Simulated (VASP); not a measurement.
Write the native input for VASP 6.6.1 that does the following.

```
Task                   : electric field gradients
Functional             : LDA
Potentials or basis    : VASP PAW LDA potentials, release 64 (Y_sv, S)
Cutoff                 : 520 eV
k mesh                 : 8 × 8 × 8
Occupations            : fermi-dirac, width 0.01 eV
Spin                   : no spin polarisation
Dipole correction      : no
Further INCAR settings : ALGO = Normal; EDIFF = 1e-08; NBANDS = 16
```

The structure of YS lies in POSCAR:

```
YS
1.0
    0.0000000000      2.7252356868      2.7252356868
    2.7252356868      0.0000000000      2.7252356868
    2.7252356868      2.7252356868      0.0000000000
Y S
1 1
Direct
    0.5000000000      0.5000000000      0.5000000000
    0.0000000000      0.0000000000      0.0000000000
```

This cell differs from its parent crystal: volume scaled by 0.98.

The input as run:

INCAR

```
SYSTEM = YS
PREC = Accurate ; ENCUT = 520
EDIFF = 1E-8 ; ISMEAR = -1
SIGMA = 0.01 ; LREAL = .FALSE.
LASPH = .TRUE. ; NELM = 60
ALGO = Normal ; ISIF = 2
LWAVE = .FALSE. ; LCHARG = .FALSE.
GGA = CA ; LEFG = .TRUE.
NBANDS = 16
```

KPOINTS

```
Automatic mesh
0
G
  8 8 8
  0 0 0
```

Potentials or basis: VASP PAW LDA potentials, release 64 (Y_sv, S).

Launch:

```console
$ cat potpaw_LDA.64/Y_sv/POTCAR potpaw_LDA.64/S/POTCAR > POTCAR
$ mpirun -np 1 vasp_std > vasp.out
```

It gave:

```yaml
Pressure: -1.8 GPa
```

Caveat: without QUAD_EFG the Cq values of the log hold for a quadrupole moment of 1 mb, not for the nuclei.

It took 46 s on 1 thread of Intel Xeon 8259CL, on a shared host, peak memory 0.17 GiB.
